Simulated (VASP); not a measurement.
Input of a VASP 6.6.1 run:

The input INCAR:

```
ALGO = Normal
EDIFF = 1E-6
ENCUT = 520
GGA = PE
ISIF = 2
ISMEAR = 0
LASPH = True
LCHARG = True
LELF = True
LREAL = False
LVHAR = True
LWAVE = False
NBANDS = 22
NELM = 80
PREC = Accurate
SIGMA = 0.1
```

File KPOINTS:

```
k-points
0
Gamma
  6 6 6
```

File POSCAR:

```
ScGaN
1.0
    3.5114176500      0.0000000000      0.0000000000
    0.0000000000      3.5114176500      0.0000000000
    0.0000000000      0.0000000000      3.5836164000
Sc Ga N
1 1 1
Direct
    0.0000000000      0.0000000000      0.0000000000
    0.5000000000      0.5000000000      0.5000000000
    0.5000000000      0.5000000000      0.0000000000
```

Potentials or basis: VASP PAW PBE potentials, release 64 (Sc_sv, Ga_d, N).

Command:

```bash
$ cat potpaw_PBE.64/Sc_sv/POTCAR potpaw_PBE.64/Ga_d/POTCAR potpaw_PBE.64/N/POTCAR > POTCAR
$ mpirun -np 1 vasp_std > vasp.out
```

Problem. What does it give for the pressure?

Solution. 3.1 GPa.

Stress tensor (GPa, compression positive):
```
-14.65   0.00   0.00
  0.00 -14.65   0.00
  0.00   0.00  38.58
```
